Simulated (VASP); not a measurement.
Here is a VASP 6.6.1 calculation.

INCAR

```
  PREC = Accurate
  ENCUT = 520
  EDIFF = 1E-6
  ISMEAR = 0
  SIGMA = 0.1
  LREAL = F
  LASPH = T
  NELM = 60
  ALGO = Fast
  ISIF = 2
  LWAVE = F
  LCHARG = F
  GGA = PE
  NBANDS = 36
```

The input KPOINTS:

```
regular mesh
0
Gamma
  8 8 10
```

The input POSCAR:

```
Zr2B
1.0
    5.6707244736      0.0000000000      0.0000000000
    0.0000000000      5.6707244736      0.0000000000
    0.0000000000      0.0000000000      3.5175398744
Zr B
4 2
Direct
    0.2964999827      0.2964999827      0.0000000000
    0.2035000173      0.7964999827      0.5000000000
    0.7035000173      0.7035000173      0.0000000000
    0.7964999827      0.2035000173      0.5000000000
    0.0000000000      0.0000000000      0.0000000000
    0.5000000000      0.5000000000      0.5000000000
```

Potentials or basis: VASP PAW PBE potentials, release 64 (Zr_sv, B).

The run is started by

```console
$ cat potpaw_PBE.64/Zr_sv/POTCAR potpaw_PBE.64/B/POTCAR > POTCAR
$ mpirun -np 1 vasp_std > vasp.out
```

**Question.** Predict the largest force.

**Answer.** 0.004 eV/Å.

**Question.** Predict the pressure.

**Answer.** 0.1 GPa.

**Question.** Predict the band gap on the k mesh.

**Answer.** Zero (bands 27 and 28 overlap by 1.28 eV).

Forces in eV/Å, atoms in the order of the input:
```
Zr  -0.003 -0.003  0.000
Zr   0.003 -0.003  0.000
Zr   0.003  0.003  0.000
Zr  -0.003  0.003  0.000
B    0.000  0.000  0.000
B    0.000  0.000  0.000
```
